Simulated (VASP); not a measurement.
The system is Co.

```
Co
1.0
     2.48736    0.00000    0.00000
    -1.24368    2.15412    0.00000
     0.00000    0.00000    4.06329
Co
2
Direct
  0.66667 0.33333 0.25986
  0.33333 0.66667 0.74014
```

Base run:

- Program: VASP 6.6.1
- Functional: PBEsol
- Potentials or basis: VASP PAW PBE potentials, release 64 (Co)
- Cutoff: 520 eV
- k mesh: 14 × 14 × 8
- Occupations: methfessel-paxton, width 0.3 eV
- Spin: collinear spin, antiferromagnetic start
- Starting moments: [1.8, -1.8] μB

Its results: band gap on the k mesh zero (filled and empty bands overlap); pressure -17.7 GPa; net moment 0.00 μB per cell; site moments Co +0.83, -0.83 μB; largest force 0.532 eV/Å.

The run is repeated on the same cell with these changes: occupations from methfessel-paxton, width 0.3 eV to methfessel-paxton, width 0.1 eV. What comes out?

Band gap on the k mesh zero (filled and empty bands overlap); pressure -17.1 GPa; net moment 0.00 μB per cell; site moments Co +0.91, -0.91 μB; largest force 0.506 eV/Å.

Caveats: the cell stands under tension; the PAW data sets were made with another functional, which shifts forces and pressure a little; so wide a smearing shifts energies and pressures (at least some runs).
